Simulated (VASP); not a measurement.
# Te2Mo (R3m) in VASP: G0W0 quasiparticle levels with LDA

Aim: the G0W0 quasiparticle levels of Te2Mo with LDA.

Program: VASP 6.6.1. These are calculated values, not measurements. Logs are shortened: lines on timing, memory, paths and dates and some standing lists are left out, and cuts for length are marked.

**1. The cell of the first run**

It takes space group R3m (No. 160, trigonal). Conventional cell: a = 3.547 Å, b = 3.547 Å, c = 21.312 Å, α = 90.00°, β = 90.00°, γ = 120.00°. Mo (site symmetry 3m) has 6 Te at 2.72 Å and 6 Mo at 3.55 Å within 3.6 Å. Te (site symmetry 3m) has 3 Mo at 2.72 Å and 7 Te at 3.55 to 3.58 Å within 3.6 Å. Within 3.6 Å of Te (site symmetry 3m) lie 3 Mo at 2.72 Å and 7 Te at 3.55 to 3.58 Å.

**2. G0W0 quasiparticle levels, LDA**

POSCAR

```
Te2Mo
1.0
    1.7734078856      1.0238775201      7.1041366750
   -1.7734078856      1.0238775201      7.1041366750
    0.0000000000     -2.0477550403      7.1041366750
Mo Te
1 2
Direct
   -0.0000368534     -0.0000368534     -0.0000368534
    0.4174226665      0.4174226665      0.4174226665
    0.2492808535      0.2492808535      0.2492808535
```

INCAR.step1

```
ALGO = Normal
EDIFF = 1E-8
ENCUT = 500
ISMEAR = 0
LASPH = T
LCHARG = F
LREAL = F
LWAVE = T
NELM = 100
PREC = Accurate
SIGMA = 0.01
```

INCAR.step2

```
ALGO = Exact
EDIFF = 1E-8
ENCUT = 500
ISMEAR = 0
ISTART = 1
LASPH = T
LCHARG = F
LOPTICS = T
LREAL = F
LWAVE = T
NBANDS = 304
NELM = 1
PREC = Accurate
SIGMA = 0.01
```

INCAR.step3

```
ALGO = EVGW0
EDIFF = 1E-8
ENCUT = 500
ENCUTGW = 140.0
ISMEAR = 0
ISTART = 1
LASPH = T
LCHARG = F
LREAL = F
LWAVE = F
NBANDS = 304
NBANDSGW = 21
NELMGW = 1
NOMEGA = 96
OMEGAMAX = 20
PREC = Accurate
PRECFOCK = Fast
SIGMA = 0.01
```

KPOINTS

```
k-points
0
Gamma
  4 4 4
```

Potentials or basis: VASP PAW LDA potentials, release 64 (Mo_sv_GW, Te_GW).

Run with:

```sh
$ cat potpaw_LDA.64/Mo_sv_GW/POTCAR potpaw_LDA.64/Te_GW/POTCAR > POTCAR
$ cp INCAR.step1 INCAR
$ mpirun -np 1 vasp_std > vasp.out
$ cp INCAR.step2 INCAR
$ mpirun -np 1 vasp_std > vasp.out
$ cp INCAR.step3 INCAR
$ mpirun -np 1 vasp_std > vasp.out
```

OUTCAR:

```text
EDIFF = 1E-8
   ENCUT = 500
   ENCUTGW = 140.0
   ISMEAR = 0
   ISTART = 1
   LASPH = T
   LREAL = F
   NELMGW = 1
   PREC = Accurate
   PRECFOCK = Fast

 ion  position               nearest neighbor table
   1  1.000  1.000  1.000-   3 2.72   3 2.72   3 2.72   2 2.72   2 2.72   2 2.72
   2  0.417  0.417  0.417-   1 2.72   1 2.72   1 2.72   3 3.58
   3  0.249  0.249  0.249-   1 2.72   1 2.72   1 2.72   2 3.58

  LATTYP: Found a trigonal (rhomboedric) cell.
 ALAT       =     7.3933793763
 COS(alpha) =     0.8849302200

  Lattice vectors:

 A1 = (   1.7734078856,   1.0238775201,   7.1041366750)
 A2 = (  -1.7734078856,   1.0238775201,   7.1041366750)
 A3 = (   0.0000000000,  -2.0477550403,   7.1041366750)

Analysis of symmetry for initial positions (statically):
=====================================================================
 Subroutine PRICEL returns:
 Original cell was already a primitive cell.

 Routine SETGRP: Setting up the symmetry group for a
 trigonal (rhombohedral) supercell.

 Subroutine GETGRP returns: Found  6 space group operations
 (whereof  6 operations were pure point group operations)
 out of a pool of 12 trial point group operations.

The static configuration has the point symmetry C_3v.

Analysis of symmetry for dynamics (positions and initial velocities):
=====================================================================
 Subroutine PRICEL returns:
 Original cell was already a primitive cell.

 Routine SETGRP: Setting up the symmetry group for a
 trigonal (rhombohedral) supercell.

 Subroutine GETGRP returns: Found  6 space group operations
 (whereof  6 operations were pure point group operations)
 out of a pool of 12 trial point group operations.

The dynamic configuration has the point symmetry C_3v.

 Subroutine INISYM returns: Found  6 space group operations
 (whereof  6 operations are pure point group operations),
 and found     1 'primitive' translations

----------------------------------------------------------------------------------------

                                     Primitive cell

  volume of cell :      77.3961

  direct lattice vectors                    reciprocal lattice vectors
     1.773407886  1.023877520  7.104136675     0.281943034  0.162779887  0.046921019
    -1.773407886  1.023877520  7.104136675    -0.281943034  0.162779887  0.046921019
     0.000000000 -2.047755040  7.104136675     0.000000000 -0.325559773  0.046921019

  length of vectors
     7.393379376  7.393379376  7.393379376     0.328923620  0.328923620  0.328923620

  position of ions in fractional coordinates (direct lattice)
     0.999963147  0.999963147  0.999963147
     0.417422667  0.417422667  0.417422667
     0.249280853  0.249280853  0.249280853

  ion indices of the primitive-cell ions
   primitive index   ion index
                 1           1
                 2           2
                 3           3

----------------------------------------------------------------------------------------

 KPOINTS: k-points

Automatic generation of k-mesh.
 Grid dimensions read from file:
 generate k-points for:    4    4    4

 Generating k-lattice:

  Cartesian coordinates                     Fractional coordinates (reciprocal lattice)
     0.070485759  0.040694972  0.011730255     0.250000000 -0.000000000  0.000000000
    -0.070485759  0.040694972  0.011730255    -0.000000000  0.250000000  0.000000000
     0.000000000 -0.081389943  0.011730255     0.000000000  0.000000000  0.250000000

  Length of vectors
     0.082230905  0.082230905  0.082230905

  Shift w.r.t. Gamma in fractional coordinates (k-lattice)
     0.000000000  0.000000000  0.000000000

 Subroutine IBZKPT returns following result:
 ===========================================

 Found     13 irreducible k-points:

 Following reciprocal coordinates:
            Coordinates               Weight
  0.000000  0.000000  0.000000      1.000000
  0.250000  0.000000  0.000000      6.000000
  0.500000  0.000000  0.000000      3.000000
  0.250000  0.250000  0.000000      6.000000
  0.500000  0.250000  0.000000     12.000000
 -0.250000  0.250000  0.000000      6.000000
  0.500000  0.500000  0.000000      3.000000
  0.250000  0.250000  0.250000      2.000000
  0.500000  0.250000  0.250000      6.000000
 -0.250000  0.250000  0.250000      6.000000
  0.500000  0.500000  0.250000      6.000000
 -0.250000  0.500000  0.250000      6.000000
  0.500000  0.500000  0.500000      1.000000
   k-points           NKPTS =     13   k-points in BZ     NKDIM =     64   number of bands    NBANDS=    304
   number of dos      NEDOS =    301   number of ions     NIONS =      3
   total plane-waves  NPLWV = 157464
   dimension x,y,z NGX =    54 NGY =   54 NGZ =   54
   dimension x,y,z NGXF=   108 NGYF=  108 NGZF=  108
   ions per type =               1   2
   NGX,Y,Z   is equivalent  to a cutoff of  12.14, 12.14, 12.14 a.u.
   NGXF,Y,Z  is equivalent  to a cutoff of  24.28, 24.28, 24.28 a.u.
 SYSTEM =  unknown system
   PREC   = accura    normal or accurate (medium, high low for compatibility)
   ISTART =      1    job   : 0-new  1-cont  2-samecut
   ICHARG =      0    charge: 1-file 2-atom 10-const
   ISPIN  =      1    spin polarized calculation?
   LNONCOLLINEAR =      F non collinear calculations
   LSORBIT =      F    spin-orbit coupling
   LASPH  =      T    aspherical Exc in radial PAW
   ENCUT  =  500.0 eV  36.75 Ry    6.06 a.u.  13.48 13.48 13.48*2*pi/ulx,y,z
   NELM   =     60;   NELMIN=  2; NELMDL=  0     # of ELM steps
   EDIFF  = 0.1E-07   stopping-criterion for ELM
   LREAL  =      F    real-space projection
   EDIFFG = 0.1E-06   stopping-criterion for IOM
   NSW    =      0    number of steps for IOM
   IBRION =     -1    ionic relax: 0-MD 1-quasi-New 2-CG
   NFREE  =      0    steps in history (QN), initial steepest desc. (CG)
   ISIF   =      0    stress and relaxation
   ISYM   =      3    0-nonsym 1-usesym 2-fastsym
   POTIM  = 0.5000    time-step for ionic-motion
   TEBEG  =    0.0;   TEEND  =   0.0 temperature during run
   PSTRESS=    0.0 pullay stress
   NELECT =      26.0000    total number of electrons
   NUPDOWN=      -1.0000    fix difference up-down
   EMIN   =  10.00;   EMAX   =-10.00  energy-range for DOS
   EFERMI =   0.00;   METHOD = LEGACY
   ISMEAR =     0;   SIGMA  =   0.01  broadening in eV -4-tet -1-fermi 0-gaus
   EFERMI_NEDOS =   21; number of points for ismear=-14 and -15
   IALGO  =     38    algorithm
   IMIX   =      4    mixing-type and parameters
     AMIX     =   0.40;   BMIX     =  1.00
     AMIX_MAG =   1.60;   BMIX_MAG =  1.00
  volume/ion in A,a.u.               =      25.80       174.10
  Fermi-wavevector in a.u.,A,eV,Ry     =   1.138045  2.150594 17.621546  1.295147
  Thomas-Fermi vector in A             =   2.274750
   LORBIT       =      0    0 simple, 1 ext, 2 COOP (PROOUT), +10 PAW based schemes
   GGA     = CA    functional components
   LHFCALC =     T    Hartree Fock is set to
   PRECFOCK=fast      Normal, Fast or Accurate (Low or Medium for compatibility)
   ENCUT4O =  -1.0   cutoff for four orbital integrals eV
   NKREDX  =     1    reduce k-point grid by
   NKREDY  =     1    reduce k-point grid by
   NKREDZ  =     1    reduce k-point grid by
   AEXX    =    1.0000 exact exchange contribution
   HFSCREEN=    0.0000 screening length (either q_TF or 0.3 A-1)
   HFSCREENC=   0.0000 screening length for correlation (either q_TF or 0.3 A-1)
   ENCUTFOCK=  -1.0 apply spherical cutoff to Coloumb kernel
   IVDW    =     0    specifies the selected vdW correction
   LEPSILON=     F    determine dielectric tensor
   LRPA    =     F    only Hartree local field effects (RPA)
   LRPAFORCE           =     F    calculate RPA forces
   ENCUTGW             = 140.0    cutoff for response function in eV
   ENCUTGWSOFT         = 112.0    soft cutoff for Coulomb kernel in GW response function in eV
   ENCUTLF             =  -1.0    cutoff for local field effects
   NELMGW              =     1    number of iterations in solving QP/BSE equation
   NELMHF              =     1    number of iterations in the inner HF iteration
   NKREDLFX            =     1    NKREDLFY  =   1   NKREDLFZ  =   1
 non-spin polarized calculation
 Gauss-broadening in eV      SIGMA  =   0.01
  energy-cutoff  :      500.00
  volume of cell :       77.40
 maximum number of plane-waves:      1983
 NGX is ok and might be reduce to    54
  NGX = 28; NGY = 28; NGZ = 28
   NGX = 27   NGY = 27   NGZ = 27
 maximum number of plane-waves:       301

 QP shifts <psi_nk| G(iteration)W_0 |psi_nk>: iteration 1
 for sc-GW calculations column KS-energies equals QP-energies in previous step
 and V_xc(KS)=  KS-energies - (<T + V_ion + V_H > + <T+V_H+V_ion>^1  + <V_x>^1)

 k-point   1 :       0.0000    0.0000    0.0000
  band No.  KS-energies  QP-energies   sigma(KS)   V_xc(KS)     V^pw_x(r,r')   Z            occupation Imag(sigma)

      1     -52.9742     -53.1592     -23.5238     -23.1844     -39.1300       0.5450       2.0000       1.5149
      2     -27.3055     -27.3115     -22.3058     -22.2948     -32.6144       0.5496       2.0000       0.8508
      3     -27.1957     -27.1345     -22.2742     -22.3847     -32.5512       0.5538       2.0000       0.6222
      4     -27.1957     -27.1345     -22.2742     -22.3847     -32.5512       0.5538       2.0000       0.6222
      5      -5.4065      -5.4637     -11.5932     -11.5026     -17.9443       0.6313       2.0000       1.0510
      6      -4.1203      -4.2416     -11.9809     -11.7958     -17.5633       0.6551       2.0000       0.7744
[... 13 lines left out ...]
     20      15.1566      15.5041      -9.5916     -10.0456      -4.6491       0.7655       0.0000      -0.1480
     21      16.6831      16.8693     -10.5907     -10.8317      -5.0132       0.7726       0.0000      -0.3516

 k-point   2 :       0.2500    0.0000    0.0000
  band No.  KS-energies  QP-energies   sigma(KS)   V_xc(KS)     V^pw_x(r,r')   Z            occupation Imag(sigma)

      1     -52.9696     -53.1531     -23.5238     -23.1888     -39.1273       0.5478       2.0000       1.5122
      2     -27.2914     -27.3048     -22.3377     -22.3134     -32.6231       0.5524       2.0000       0.8130
      3     -27.2571     -27.2122     -22.2303     -22.3128     -32.5750       0.5444       2.0000       0.7186
      4     -27.2100     -27.1542     -22.2679     -22.3692     -32.5634       0.5505       2.0000       0.6404
      5      -4.5978      -4.7112     -11.8545     -11.6808     -17.7300       0.6531       2.0000       0.8969
      6      -3.6337      -3.7592     -12.1230     -11.9363     -17.4924       0.6722       2.0000       0.7564
[... 13 lines left out ...]
     20      14.8528      15.0850     -10.9854     -11.2948      -5.5053       0.7507       0.0000      -0.3028
     21      15.7809      16.0255     -11.3426     -11.6702      -5.7143       0.7468       0.0000      -0.3699
[... 233 lines left out ...]
      5      -3.3340      -3.4699     -12.3666     -12.1705     -17.5425       0.6928       2.0000       0.7021
      6      -3.1283      -3.2441     -12.2335     -12.0652     -17.4163       0.6881       2.0000       0.7584
[... 13 lines left out ...]
     20      15.3727      15.5750     -10.2562     -10.5245      -4.8765       0.7540       0.0000      -0.2964
     21      16.9830      17.2200     -10.3254     -10.6341      -4.6691       0.7677       0.0000      -0.3906

 k-point  13 :       0.5000    0.5000    0.5000
  band No.  KS-energies  QP-energies   sigma(KS)   V_xc(KS)     V^pw_x(r,r')   Z            occupation Imag(sigma)

      1     -52.9742     -53.1601     -23.5238     -23.1844     -39.1299       0.5475       2.0000       1.5148
      2     -27.3051     -27.3123     -22.3076     -22.2946     -32.6135       0.5520       2.0000       0.8522
      3     -27.1958     -27.1351     -22.2746     -22.3847     -32.5512       0.5513       2.0000       0.6224
      4     -27.1958     -27.1351     -22.2746     -22.3847     -32.5512       0.5513       2.0000       0.6224
      5      -5.1606      -5.2257     -11.7811     -11.6794     -17.9744       0.6395       2.0000       0.9575
      6      -4.5136      -4.6418     -11.6968     -11.4996     -17.5198       0.6501       2.0000       0.9002
[... 13 lines left out ...]
     20      16.4757      16.6435     -10.3510     -10.5684      -4.8575       0.7721       0.0000      -0.3272
     21      16.4757      16.6435     -10.3510     -10.5684      -4.8575       0.7721       0.0000      -0.3272
```

Run time: 47 min. Hardware: 1 thread of Intel Xeon 6975P-C (Granite Rapids), shared host; peak memory 1.5 GiB.

What came out:

```yaml
Quasiparticle_gap: 1.23 eV
Least_direct_quasiparticle_gap: 1.71 eV
Band_gap_of_the_starting_levels_on_the_mesh: 0.95 eV
Least_direct_gap_of_the_starting_levels_on_the_mesh: 1.43 eV
```

Caveat: the k points lie up to 0.52 Å⁻¹ apart; bands, screening cutoff and mesh are small and nothing is extrapolated, so the quasiparticle values aren't converged; spin-orbit coupling is left out, which moves the levels of the heavy elements.
